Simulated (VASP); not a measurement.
**BN: single point with RPBE+D4**

BN:

```
N B
1.0
     2.50963    0.00000    0.00000
    -1.25482    2.17340    0.00000
     0.00000    0.00000    6.15264
N B
2 2
Direct
  0.66667 0.33333 0.25000
  0.33333 0.66667 0.75000
  0.66667 0.33333 0.75000
  0.33333 0.66667 0.25000
```

| Quantity | Value |
| --- | --- |
| Program | VASP 6.6.1 |
| Task | single point |
| Functional | RPBE |
| Dispersion | D4 |
| Potentials or basis | VASP PAW PBE potentials, release 64 (N, B) |
| Cutoff | 520 eV |
| k mesh | 12 × 12 × 4 |
| Occupations | fermi-dirac, width 0.05 eV |
| Spin | no spin polarisation |

```
Pressure                   : 0.1 GPa
Band gap on the k mesh     : 4.21 eV, indirect (least direct gap 4.52 eV)
Dispersion energy per atom : -0.402 eV
```

Stress tensor (GPa, compression positive):
```
 0.19  0.00  0.00
 0.00  0.19  0.00
 0.00  0.00 -0.19
```

Levels at points of the mesh, in eV from the valence-band top:
| k point | band 5 | band 6 | band 7 | band 8 | band 9 | band 10 | band 11 | band 12 |
| --- | --- | --- | --- | --- | --- | --- | --- | --- |
| (0.00, 0.00, 0.00) | -1.40 | -1.40 | -1.33 | -1.33 | 5.95 | 11.24 | 11.41 | 11.41 |
| (0.50, 0.00, 0.00) | -4.22 | -4.09 | -1.77 | -0.31 | 4.21 | 6.01 | 9.54 | 9.74 |
| (0.00, 0.00, 0.50) | -1.37 | -1.37 | -1.37 | -1.37 | 8.67 | 8.67 | 11.52 | 11.52 |
| (0.50, 0.00, 0.50) | -4.15 | -4.15 | -0.98 | -0.98 | 4.73 | 4.73 | 9.85 | 9.85 |

It took 60 s on 1 thread of AMD EPYC 7R13 (shared host), peak memory 0.13 GiB.

Caveat: the PAW data sets were made with another functional, which shifts forces and pressure a little. A k mesh can miss the band edges.
